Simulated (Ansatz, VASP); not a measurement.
# Two plane-wave programs on TaN

File INCAR:

```
SYSTEM = TaN
PREC = Accurate
ENCUT = 520
EDIFF = 1E-8
ISMEAR = -1
SIGMA = 0.01
LREAL = .FALSE.
LASPH = .TRUE.
NELM = 120
ALGO = Normal
ISIF = 2
LWAVE = .FALSE.
LCHARG = .FALSE.
GGA = PE
LEFG = .TRUE.
NBANDS = 36
GGA_COMPAT = .FALSE.
```

File KPOINTS:

```
Automatic mesh
0
G
  6 6 9
  0 0 0
```

File POSCAR:

```
TaN
1.0
    5.2999208842      0.0000000000      0.0000000000
   -2.6499604421      4.5898661238      0.0000000000
    0.0000000000      0.0000000000      2.9110000000
Ta N
3 3
Direct
    0.3333333333      0.6666666667      0.5000000000
    0.6666666667      0.3333333333      0.5000000000
    0.0000000000      0.0000000000      0.0000000000
    0.3928500000      0.0000000000      0.0000000000
    0.6071500000      0.6071500000      0.0000000000
    0.0000000000      0.3928500000      0.0000000000
```

Input for Ansatz:

```yaml
crystal:
  lattice:
    - [5.2999208842, 0.0, 0.0]
    - [-2.6499604421, 4.5898661238, 0.0]
    - [0.0, 0.0, 2.911]
  atoms:
    - { symbol: Ta, position: [0.3333333333, 0.6666666667, 0.5] }
    - { symbol: Ta, position: [0.6666666667, 0.3333333333, 0.5] }
    - { symbol: Ta, position: [0.0, 0.0, 0.0] }
    - { symbol: "N", position: [0.39285, 0.0, 0.0] }
    - { symbol: "N", position: [0.60715, 0.60715, 0.0] }
    - { symbol: "N", position: [0.0, 0.39285, 0.0] }
kpoints:
  mp_grid: { grid: [6, 6, 9] }
scf:
  occupations: { method: fermi_dirac, width: 0.01 }
hamiltonian:
  xc: pbe
  pseudopotentials: { kind: paw }
output:
  forces: true
  stress: true
  eigenvalues: true
  efg: { contact_densities: true }
  write_density: true
  write_potential: true
  elf: true
  volumetric_format: npy
```

Change from the starting cell: equal xx and yy strain of +2 %, PAW files.

Alike in both runs: task electric field gradients; functional PBE; k mesh 6 × 6 × 9; occupations fermi-dirac, width 0.01 eV; no spin polarisation.

```csv
,VASP,Ansatz
version,VASP 6.6.1,Ansatz 0.2.0
potentials or method,"VASP PAW PBE potentials, release 64 (Ta_sv_GW, N)","PAW with Ansatz's default frozen-core files, scalar-relativistic"
plane-wave cutoff (eV),520,420
valence electrons in the cell,54,54
```

|  | VASP | Ansatz | Ansatz less VASP |
| --- | --- | --- | --- |
| rms of the force components (eV/Å) | 0.083 | 0.083 | +0.0008 |
| size of Vzz on the site where it differs most (V/Å²) | 120.8 | 85.3 | -35.56 |

Atom by atom the forces differ by 0.001 eV/Å (rms over components).

Spin-orbit coupling is off throughout.
